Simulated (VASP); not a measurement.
# Be (Im-3m) in VASP: a series of runs

The runs below take Be through electric field gradients, with PBEsol.

Everything below comes from runs of VASP 6.6.1. Logs are shortened: lines on timing, memory, paths and dates and some standing lists are left out, and cuts for length are marked.

### Step 1. The cell of the first run

The structure is cubic, space group Im-3m (No. 229). The conventional cell has a = 2.539 Å, b = 2.539 Å, c = 2.539 Å, α = 90.00°, β = 90.00°, γ = 90.00°. Within 2.9 Å of Be (site symmetry m-3m) lie 14 Be at 2.20 to 2.54 Å.

### Step 2. Electric field gradients, PBEsol (volume scaled by 1.04)

The input, INCAR:

```
SYSTEM = Be
ALGO = Normal ; EDIFF = 1E-8
ENCUT = 520 ; GGA = PS
ISIF = 2 ; ISMEAR = -1
LASPH = .TRUE. ; LCHARG = .FALSE.
LEFG = .TRUE. ; LREAL = .FALSE.
LWAVE = .FALSE. ; NBANDS = 7
NELM = 80 ; PREC = Accurate
SIGMA = 0.03
```

The input, KPOINTS:

```
k-points
0
G
  23 23 23
  0 0 0
```

The input, POSCAR:

```
Be
1.0
   -1.2696112759      1.2696112759      1.2696112759
    1.2696112759     -1.2696112759      1.2696112759
    1.2696112759      1.2696112759     -1.2696112759
Be
1
Direct
    0.0000000000      0.0000000000      0.0000000000
```

Potentials or basis: VASP PAW PBE potentials, release 64 (Be).

On the command line:

```console
$ cat potpaw_PBE.64/Be/POTCAR > POTCAR
$ mpirun -np 1 vasp_std > vasp.out
```

OUTCAR:

```text
SYSTEM = Be
   EDIFF = 1E-8
   ENCUT = 520
   GGA = PS
   ISIF = 2
   ISMEAR = -1
   LASPH = .TRUE.
   LREAL = .FALSE.
   NELM = 80
   PREC = Accurate

 ion  position               nearest neighbor table
   1  0.000  0.000  0.000-

  LATTYP: Found a body centered cubic cell.
 ALAT       =     2.5392225518

  Lattice vectors:

 A1 = (  -1.2696112759,   1.2696112759,   1.2696112759)
 A2 = (   1.2696112759,  -1.2696112759,   1.2696112759)
 A3 = (   1.2696112759,   1.2696112759,  -1.2696112759)

Analysis of symmetry for initial positions (statically):
=====================================================================
 Subroutine PRICEL returns:
 Original cell was already a primitive cell.

 Routine SETGRP: Setting up the symmetry group for a
 body centered cubic supercell.

 Subroutine GETGRP returns: Found 48 space group operations
 (whereof 48 operations were pure point group operations)
 out of a pool of 48 trial point group operations.

The static configuration has the point symmetry O_h .

Analysis of symmetry for dynamics (positions and initial velocities):
=====================================================================
 Subroutine PRICEL returns:
 Original cell was already a primitive cell.

 Routine SETGRP: Setting up the symmetry group for a
 body centered cubic supercell.

 Subroutine GETGRP returns: Found 48 space group operations
 (whereof 48 operations were pure point group operations)
 out of a pool of 48 trial point group operations.

The dynamic configuration has the point symmetry O_h .

 Subroutine INISYM returns: Found 48 space group operations
 (whereof 48 operations are pure point group operations),
 and found     1 'primitive' translations

----------------------------------------------------------------------------------------

                                     Primitive cell

  volume of cell :       8.1860

  direct lattice vectors                    reciprocal lattice vectors
    -1.269611276  1.269611276  1.269611276     0.000000000  0.393821329  0.393821329
     1.269611276 -1.269611276  1.269611276     0.393821329  0.000000000  0.393821329
     1.269611276  1.269611276 -1.269611276     0.393821329  0.393821329  0.000000000

  length of vectors
     2.199031236  2.199031236  2.199031236     0.556947465  0.556947465  0.556947465

  position of ions in fractional coordinates (direct lattice)
     0.000000000  0.000000000  0.000000000

  ion indices of the primitive-cell ions
   primitive index   ion index
                 1           1

----------------------------------------------------------------------------------------

 KPOINTS: k-points

Automatic generation of k-mesh.
 Grid dimensions read from file:
 generate k-points for:   23   23   23

 Generating k-lattice:

  Cartesian coordinates                     Fractional coordinates (reciprocal lattice)
     0.000000000  0.017122666  0.017122666     0.043478261  0.000000000  0.000000000
     0.017122666  0.000000000  0.017122666     0.000000000  0.043478261  0.000000000
     0.017122666  0.017122666  0.000000000     0.000000000  0.000000000  0.043478261

  Length of vectors
     0.024215107  0.024215107  0.024215107

  Shift w.r.t. Gamma in fractional coordinates (k-lattice)
     0.000000000  0.000000000  0.000000000

 Subroutine IBZKPT returns following result:
 ===========================================

 Found    364 irreducible k-points:

 Following reciprocal coordinates:
            Coordinates               Weight
  0.000000  0.000000  0.000000      1.000000
  0.043478  0.000000  0.000000     12.000000
  0.086957  0.000000  0.000000     12.000000
  0.130435  0.000000  0.000000     12.000000
  0.173913  0.000000  0.000000     12.000000
  0.217391  0.000000  0.000000     12.000000
[... 16 lines left out ...]
  0.478261  0.043478 -0.000000     24.000000
  0.086957  0.086957  0.000000     24.000000
 [... further k-points ...]
   k-points           NKPTS =    364   k-points in BZ     NKDIM =    364   number of bands    NBANDS=      7
   number of dos      NEDOS =    301   number of ions     NIONS =      1
   total plane-waves  NPLWV =   4096
   dimension x,y,z NGX =    16 NGY =   16 NGZ =   16
   dimension x,y,z NGXF=    32 NGYF=   32 NGZF=   32
   ions per type =               1
   NGX,Y,Z   is equivalent  to a cutoff of  12.10, 12.10, 12.10 a.u.
   NGXF,Y,Z  is equivalent  to a cutoff of  24.19, 24.19, 24.19 a.u.
 SYSTEM =  Be
   PREC   = accura    normal or accurate (medium, high low for compatibility)
   ISTART =      0    job   : 0-new  1-cont  2-samecut
   ICHARG =      2    charge: 1-file 2-atom 10-const
   ISPIN  =      1    spin polarized calculation?
   LNONCOLLINEAR =      F non collinear calculations
   LSORBIT =      F    spin-orbit coupling
   LASPH  =      T    aspherical Exc in radial PAW
   ENCUT  =  520.0 eV  38.22 Ry    6.18 a.u.   4.09  4.09  4.09*2*pi/ulx,y,z
   NELM   =     80;   NELMIN=  2; NELMDL= -5     # of ELM steps
   EDIFF  = 0.1E-07   stopping-criterion for ELM
   LREAL  =      F    real-space projection
   EDIFFG = 0.1E-06   stopping-criterion for IOM
   NSW    =      0    number of steps for IOM
   IBRION =     -1    ionic relax: 0-MD 1-quasi-New 2-CG
   NFREE  =      0    steps in history (QN), initial steepest desc. (CG)
   ISIF   =      2    stress and relaxation
   ISYM   =      2    0-nonsym 1-usesym 2-fastsym
   POTIM  = 0.5000    time-step for ionic-motion
   TEBEG  =    0.0;   TEEND  =   0.0 temperature during run
   PSTRESS=    0.0 pullay stress
   NELECT =       2.0000    total number of electrons
   NUPDOWN=      -1.0000    fix difference up-down
   EMIN   =  10.00;   EMAX   =-10.00  energy-range for DOS
   EFERMI =   0.00;   METHOD = LEGACY
   ISMEAR =    -1;   SIGMA  =   0.03  broadening in eV -4-tet -1-fermi 0-gaus
   EFERMI_NEDOS =   21; number of points for ismear=-14 and -15
   IALGO  =     38    algorithm
   IMIX   =      4    mixing-type and parameters
     AMIX     =   0.40;   BMIX     =  1.00
     AMIX_MAG =   1.60;   BMIX_MAG =  1.00
  volume/ion in A,a.u.               =       8.19        55.24
  Fermi-wavevector in a.u.,A,eV,Ry     =   1.023436  1.934014 14.251034  1.047421
  Thomas-Fermi vector in A             =   2.157169
   LORBIT       =      0    0 simple, 1 ext, 2 COOP (PROOUT), +10 PAW based schemes
   GGA     = PS    functional components
   LHFCALC =     F    Hartree Fock is set to
   AEXX    =    0.0000 exact exchange contribution
   IVDW    =     0    specifies the selected vdW correction
   LEPSILON=     F    determine dielectric tensor
   LRPA    =     F    only Hartree local field effects (RPA)
 non-spin polarized calculation
  energy-cutoff  :      520.00
  volume of cell :        8.19
 maximum number of plane-waves:       236
   NGX =  9   NGY =  9   NGZ =  9

 number of electron       2.0000000 magnetization

 Free energy of the ion-electron system (eV)
  ---------------------------------------------------
  ext. energy  EPLUGINS =         0.00000000
  ---------------------------------------------------
  free energy    TOTEN  =        -3.89109970 eV

  energy without entropy =       -3.89048088  energy(sigma->0) =       -3.89079029

 E-fermi :   7.6110     XC(G=0): -10.5002

 val. band max:        7.5733381985   @ k =   0.3043   0.2609   0.0870
 cond. band min:       7.6418986571   @ k =  -0.4348   0.4348   0.3913
 fundamental gap:      0.0685604585
 Fermi energy:         7.6110332407

 k-point     1 :       0.0000    0.0000    0.0000
  band No.  band energies     occupation
      1      -4.4187      2.00000
      2      26.3114      0.00000
      3      26.3114      0.00000
      4      26.3114      0.00000
      5      37.5183      0.00000
      6      37.5183      0.00000
      7      37.5183      0.00000

 k-point     2 :       0.0435    0.0000    0.0000
  band No.  band energies     occupation
      1      -4.3535      2.00000
      2      25.9965      0.00000
      3      26.0481      0.00000
      4      26.2368      0.00000
      5      36.6228      0.00000
      6      36.6643      0.00000
      7      37.9515      0.00000

 k-point     3 :       0.0870    0.0000    0.0000
  band No.  band energies     occupation
      1      -4.1578      2.00000
      2      25.0289      0.00000
      3      25.3631      0.00000
      4      26.0169      0.00000
      5      34.8162      0.00000
      6      35.1797      0.00000
      7      38.3303      0.00000
[... 191 lines left out ...]
 k-point    23 :       0.4783    0.0435   -0.0000
  band No.  band energies     occupation
      1       2.5634      2.00000
      2       7.8640      0.00044
      3      19.2265      0.00000
      4      22.0214      0.00000
      5      28.2385      0.00000
      6      33.1068      0.00000
      7      42.8895      0.00000

 k-point    24 :       0.0870    0.0870    0.0000
  band No.  band energies     occupation
      1      -3.6355      2.00000
      2      23.2302      0.00000
      3      23.4415      0.00000
      4      25.0491      0.00000
      5      33.0437      0.00000
      6      33.5887      0.00000
      7      37.6911      0.00000

 [... further k-points ...]
[... 5 lines left out ...]
  --------------------------------------------------------------------------------------
  -------------------------------------------------------------------------------------
  Total       -0.3066654     -0.3066654     -0.3066654      0.0000000      0.0000000      0.0000000
  in kB      -60.0209696    -60.0209696    -60.0209696      0.0000000      0.0000000      0.0000000
  external PRESSURE =     -60.0209696 kB  Pullay stress =       0.0000000 kB

 VOLUME and BASIS-vectors are now :
 -----------------------------------------------------------------------------
  energy-cutoff  :      520.00
  volume of cell :        8.19
      direct lattice vectors                 reciprocal lattice vectors
    -1.269611276  1.269611276  1.269611276     0.000000000  0.393821329  0.393821329
     1.269611276 -1.269611276  1.269611276     0.393821329  0.000000000  0.393821329
     1.269611276  1.269611276 -1.269611276     0.393821329  0.393821329  0.000000000

 POSITION                                       TOTAL-FORCE (eV/Angst)
 -----------------------------------------------------------------------------------
      0.00000      0.00000      0.00000         0.000000     -0.000000      0.000000
 -----------------------------------------------------------------------------------
    total drift:                                0.000000     -0.000000      0.000000

  FREE ENERGIE OF THE ION-ELECTRON SYSTEM (eV)
  ---------------------------------------------------
  free  energy   TOTEN  =        -3.8910996968 eV

  energy  without entropy=       -3.8904808758  energy(sigma->0) =       -3.89079029

 Electric field gradients (V/A^2)
---------------------------------------------------------------------
 ion       V_xx      V_yy      V_zz      V_xy      V_xz      V_yz
---------------------------------------------------------------------
   1      -0.000    -0.000     0.000     0.000     0.000     0.000
---------------------------------------------------------------------

 Electric field gradients after diagonalization (V/A^2)
 (convention: |V_zz| > |V_xx| > |V_yy|)
----------------------------------------------------------------------
 ion       V_xx      V_yy      V_zz     asymmetry (V_yy - V_xx)/ V_zz
----------------------------------------------------------------------
   1      -0.000    -0.000     0.000       0.000
----------------------------------------------------------------------

           NMR quadrupolar parameters

 Cq : quadrupolar parameter    Cq=e*Q*V_zz/h
 eta: asymmetry parameters     (V_yy - V_xx)/ V_zz
 Q  : nuclear electric quadrupole moment in mb (millibarn)
----------------------------------------------------------------------
 ion       Cq(MHz)       eta       Q (mb)
----------------------------------------------------------------------
   1       0.000       0.000       1.000
----------------------------------------------------------------------
```

It took 6.4 s on 1 thread of Intel Xeon 6975P-C, shared host; peak memory 0.12 GiB.

Results:

* Free energy: -3.8911 eV
* Pressure: -6.0 GPa
* Band gap on the k mesh: zero (band 1 reaches 11.00 eV, above the bottom of band 2 at 6.30 eV)

Levels at points of the mesh, in eV from the Fermi level:
```tsv
k point	band 1	band 2	band 3	band 4
(0.00, 0.00, 0.00)	-12.03	18.70	18.70	18.70
```

Caveat: without QUAD_EFG the Cq values of the log hold for a quadrupole moment of 1 mb, not for the nuclei; the PAW data sets were made with another functional, which shifts forces and pressure a little.

### Step 3. Electric field gradients, PBEsol (volume scaled by 1.02)

The input, INCAR:

```
SYSTEM = Be
PREC     = Accurate       ! precision mode
ENCUT    = 520            ! plane-wave cutoff, eV
EDIFF    = 1E-8           ! SCF threshold, eV
ISMEAR   = -1             ! smearing method
SIGMA    = 0.03           ! smearing width, eV
LREAL    = .False.        ! projectors in reciprocal space
LASPH    = .True.         ! aspherical terms in the spheres
NELM     = 60             ! most SCF steps
ALGO     = Normal         ! electronic algorithm
ISIF     = 2              ! what is computed and relaxed
LWAVE    = .False.        ! write WAVECAR
LCHARG   = .False.        ! write CHGCAR
GGA      = PS             ! functional
LEFG     = .True.       
NBANDS   = 7              ! bands
```

The input, KPOINTS:

```
regular mesh
0
Gamma
  23 23 23
  0 0 0
```

The input, POSCAR:

```
Be
1.0
   -1.2614200074      1.2614200074      1.2614200074
    1.2614200074     -1.2614200074      1.2614200074
    1.2614200074      1.2614200074     -1.2614200074
Be
1
Direct
    0.0000000000      0.0000000000      0.0000000000
```

Potentials or basis: VASP PAW PBE potentials, release 64 (Be).

On the command line:

```console
$ cat potpaw_PBE.64/Be/POTCAR > POTCAR
$ mpirun -np 1 vasp_std > vasp.out
```

OUTCAR:

```text
SYSTEM = Be
   PREC = Accurate
   ENCUT = 520
   EDIFF = 1E-8
   ISMEAR = -1
   LREAL = .False.
   LASPH = .True.
   NELM = 60
   ISIF = 2
   GGA = PS

 ion  position               nearest neighbor table
   1  0.000  0.000  0.000-

  LATTYP: Found a body centered cubic cell.
 ALAT       =     2.5228400148

  Lattice vectors:

 A1 = (  -1.2614200074,   1.2614200074,   1.2614200074)
 A2 = (   1.2614200074,  -1.2614200074,   1.2614200074)
 A3 = (   1.2614200074,   1.2614200074,  -1.2614200074)

Analysis of symmetry for initial positions (statically):
=====================================================================
 Subroutine PRICEL returns:
 Original cell was already a primitive cell.

 Routine SETGRP: Setting up the symmetry group for a
 body centered cubic supercell.

 Subroutine GETGRP returns: Found 48 space group operations
 (whereof 48 operations were pure point group operations)
 out of a pool of 48 trial point group operations.

The static configuration has the point symmetry O_h .

Analysis of symmetry for dynamics (positions and initial velocities):
=====================================================================
 Subroutine PRICEL returns:
 Original cell was already a primitive cell.

 Routine SETGRP: Setting up the symmetry group for a
 body centered cubic supercell.

 Subroutine GETGRP returns: Found 48 space group operations
 (whereof 48 operations were pure point group operations)
 out of a pool of 48 trial point group operations.

The dynamic configuration has the point symmetry O_h .

 Subroutine INISYM returns: Found 48 space group operations
 (whereof 48 operations are pure point group operations),
[... 143 lines left out ...]
 val. band max:        7.7328697108   @ k =   0.3043   0.2609   0.0870
 cond. band min:       7.8098937378   @ k =  -0.4348   0.4348   0.3913
 fundamental gap:      0.0770240269
 Fermi energy:         7.7746455712

 k-point     1 :       0.0000    0.0000    0.0000
  band No.  band energies     occupation
      1      -4.3688      2.00000
      2      26.7773      0.00000
      3      26.7773      0.00000
      4      26.7773      0.00000
      5      38.0589      0.00000
      6      38.0589      0.00000
      7      38.0589      0.00000
[... 221 lines left out ...]
 k-point    24 :       0.0870    0.0870    0.0000
  band No.  band energies     occupation
      1      -3.5799      2.00000
      2      23.6480      0.00000
      3      23.8441      0.00000
      4      25.4861      0.00000
      5      33.5311      0.00000
      6      34.0822      0.00000
      7      38.2267      0.00000

 [... further k-points ...]
[... 5 lines left out ...]
  --------------------------------------------------------------------------------------
  -------------------------------------------------------------------------------------
  Total       -0.1954797     -0.1954797     -0.1954797      0.0000000      0.0000000      0.0000000
  in kB      -39.0097522    -39.0097522    -39.0097522      0.0000000      0.0000000      0.0000000
  external PRESSURE =     -39.0097522 kB  Pullay stress =       0.0000000 kB

 VOLUME and BASIS-vectors are now :
 -----------------------------------------------------------------------------
  energy-cutoff  :      520.00
  volume of cell :        8.03
      direct lattice vectors                 reciprocal lattice vectors
    -1.261420007  1.261420007  1.261420007     0.000000000  0.396378682  0.396378682
     1.261420007 -1.261420007  1.261420007     0.396378682  0.000000000  0.396378682
     1.261420007  1.261420007 -1.261420007     0.396378682  0.396378682  0.000000000

 POSITION                                       TOTAL-FORCE (eV/Angst)
 -----------------------------------------------------------------------------------
      0.00000      0.00000      0.00000         0.000000     -0.000000      0.000000
 -----------------------------------------------------------------------------------
    total drift:                                0.000000     -0.000000      0.000000

  FREE ENERGIE OF THE ION-ELECTRON SYSTEM (eV)
  ---------------------------------------------------
  free  energy   TOTEN  =        -3.8959787707 eV

  energy  without entropy=       -3.8953877925  energy(sigma->0) =       -3.89568328

 Electric field gradients (V/A^2)
---------------------------------------------------------------------
 ion       V_xx      V_yy      V_zz      V_xy      V_xz      V_yz
---------------------------------------------------------------------
   1       0.000     0.000    -0.000     0.000     0.000     0.000
---------------------------------------------------------------------

 Electric field gradients after diagonalization (V/A^2)
 (convention: |V_zz| > |V_xx| > |V_yy|)
----------------------------------------------------------------------
 ion       V_xx      V_yy      V_zz     asymmetry (V_yy - V_xx)/ V_zz
----------------------------------------------------------------------
   1      -0.000    -0.000     0.000       0.000
----------------------------------------------------------------------

           NMR quadrupolar parameters

 Cq : quadrupolar parameter    Cq=e*Q*V_zz/h
 eta: asymmetry parameters     (V_yy - V_xx)/ V_zz
 Q  : nuclear electric quadrupole moment in mb (millibarn)
----------------------------------------------------------------------
 ion       Cq(MHz)       eta       Q (mb)
----------------------------------------------------------------------
   1       0.000       0.000       1.000
----------------------------------------------------------------------
```

It took 6.3 s on 1 thread of Intel Xeon 6975P-C, shared host; peak memory 0.12 GiB.

Results:

- Free energy: -3.8960 eV
- Pressure: -3.9 GPa
- Band gap on the k mesh: zero (band 1 reaches 11.21 eV, above the bottom of band 2 at 6.44 eV)

Caveat: without QUAD_EFG the Cq values of the log hold for a quadrupole moment of 1 mb, not for the nuclei; the PAW data sets were made with another functional, which shifts forces and pressure a little.

[end of part 1 of 3]
